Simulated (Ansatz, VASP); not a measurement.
## SiO2: VASP beside Ansatz

```xyz
6
Lattice="2.8254 0.0000 0.0000 0.0000 2.8254 0.0000 0.0000 0.0000 8.1887" Properties=species:S:1:pos:R:3 pbc="T T T"
Si    0.0000    0.0000    0.0000
Si    1.4127    1.4127    4.0943
O     0.0000    1.4127    3.2587
O     0.0000    1.4127    7.3530
O     1.4127    0.0000    4.9299
O     1.4127    0.0000    0.8356
```

Alike in both runs: task single point; functional r2SCAN; k mesh 10 × 10 × 4; no spin polarisation.

|  | VASP | Ansatz |
| --- | --- | --- |
| version | VASP 6.6.1 | Ansatz 0.2.0 |
| potentials or method | VASP PAW PBE potentials, release 64 (Si, O) | plane waves, PAW |
| plane-wave cutoff (eV) | 520 | 500 |
| occupations | gaussian, width 0.01 eV | fixed |
| valence electrons in the cell | 32 | 32 |

Ansatz gave:

```
gap on the k mesh at the Fermi level (eV)                     : 5.96
pressure (GPa)                                                : 0.0
traceless stress, the component that is largest in VASP (GPa) : 0.00
rms of the force components (eV/Å)                            : 0.000
```

Problem. Which values does VASP return?

Solution. gap on the k mesh at the Fermi level (eV): 5.96; pressure (GPa): 0.5; traceless stress, the component that is largest in VASP (GPa): -0.56; rms of the force components (eV/Å): 0.013.

VASP's potentials were made for PBE, not for r2SCAN. Atom by atom the forces differ by 0.013 eV/Å (rms over components).
